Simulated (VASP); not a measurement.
The system is Ru.

```
CELL_PARAMETERS angstrom
-1.49141 1.49141 1.49141
1.49141 -1.49141 1.49141
1.49141 1.49141 -1.49141
ATOMIC_POSITIONS crystal
Ru 0.00000 0.00000 0.00000
```

- Program: VASP 6.6.1
- Task: relaxation of cell and atoms
- Functional: PBEsol
- Potentials or basis: VASP PAW PBE potentials, release 64 (Ru_pv)
- Cutoff: 600 eV
- k mesh: 10 × 10 × 10
- Occupations: gaussian, width 0.1 eV
- Spin: no spin polarisation

At the start: pressure 12.0 GPa; volume 13.27 Å³/atom.

Q: How do energy, volume and symmetry change on relaxing?

A: Over 3 steps the energy falls by 17.0 meV/atom and the volume is 13.76 Å³/atom (+3.7 %); space group Im-3m (No. 229, to 0.05 Å).

Step by step:
```tsv
step	energy change (eV)	largest force (eV/Å)	pressure (GPa)	volume (Å³)
1	0.0000	0.0000	11.99	13.27
2	0.1186	0.0000	-25.71	15.27
3	-0.0170	0.0000	-0.43	13.76
```

Final structure:
```xyz
1
Lattice="-1.5097 1.5097 1.5097 1.5097 -1.5097 1.5097 1.5097 1.5097 -1.5097" Properties=species:S:1:pos:R:3 pbc="T T T"
Ru    0.0000    0.0000    0.0000
```

Caveat: the PAW data sets were made with another functional, which shifts forces and pressure a little.
